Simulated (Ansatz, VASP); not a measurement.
# Li3Si2N in VASP and in Ansatz

```
Li Si N
1.0
     5.13371    0.00000    0.00000
    -2.56686    4.44592    0.00000
     0.00000    0.00000    5.96360
Li Si N
3 2 1
Direct
  0.47203 0.00000 0.50000
  0.00000 0.47203 0.50000
  0.52797 0.52797 0.50000
  0.00000 0.00000 0.72108
  0.00000 0.00000 0.27892
  0.00000 0.00000 0.00000
```

Alike in both runs: functional PBE; k mesh 12 × 12 × 6; occupations gaussian, width 0.1 eV; no spin polarisation.

Ansatz relaxed the structure, and its values are those at the end. VASP's run is a single point on that final structure, the one shown.

|  | VASP | Ansatz |
| --- | --- | --- |
| version | VASP 6.6.1 | Ansatz 0.2.0 |
| potentials or method | VASP PAW PBE potentials, release 64 (Li_sv, Si, N), cutoff 520 eV | scalar-relativistic, plane waves, PAW |
| valence electrons in the cell | 22 | 22 |

VASP gave:

* gap on the k mesh at the Fermi level (eV): none
* rms of the force components (eV/Å): 0.005

Which values does Ansatz return?

gap on the k mesh at the Fermi level (eV): none; rms of the force components (eV/Å): 0.002.

A gap of «none» marks a metal or a gap that the smearing closes.

Noted on VASP's run: the cutoff is under 1.25 times that of the potentials, so the pressure is a little rough.
